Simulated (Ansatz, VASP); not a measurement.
One calculation of Hg2H, two programs

```xyz
6
Lattice="0.0000 4.5282 4.5282 4.5282 0.0000 4.5282 4.5282 4.5282 0.0000" Properties=species:S:1:pos:R:3 pbc="T T T"
Hg    1.1861    1.1861    1.1861
Hg    3.3421    3.3421    1.1861
Hg    3.3421    1.1861    3.3421
Hg    1.1861    3.3421    3.3421
H     0.0000    0.0000    0.0000
H     6.7923    6.7923    6.7923
```

Alike in both runs: functional PBE; k mesh 4 × 4 × 4; occupations gaussian, width 0.1 eV; no spin polarisation.

Ansatz relaxed the structure, and its values are those at the end. VASP's run is a single point on that final structure, the one shown.

|  | VASP | Ansatz |
| --- | --- | --- |
| version | VASP 6.6.1 | Ansatz 0.2.0 |
| potentials or method | VASP PAW PBE potentials, release 64 (Hg, H), cutoff 520 eV | scalar-relativistic, plane waves, PAW |
| valence electrons in the cell | 50 | 82 |

VASP gave:

```
gap on the k mesh at the Fermi level (eV) : none
pressure (GPa)                            : 0.4
rms of the force components (eV/Å)        : 0.013
```

Q: What did Ansatz give for the same quantities?

A: gap on the k mesh at the Fermi level (eV): none; pressure (GPa): 0.3; rms of the force components (eV/Å): 0.007.

A gap of «none» marks a metal or a gap that the smearing closes. With one functional, cell and mesh, what is left measures potentials, basis and numerics. VASP's potentials hold 50 valence electrons a cell and Ansatz's 82, so a difference there can come from the potentials and not from the codes.

Spin-orbit coupling is off throughout.
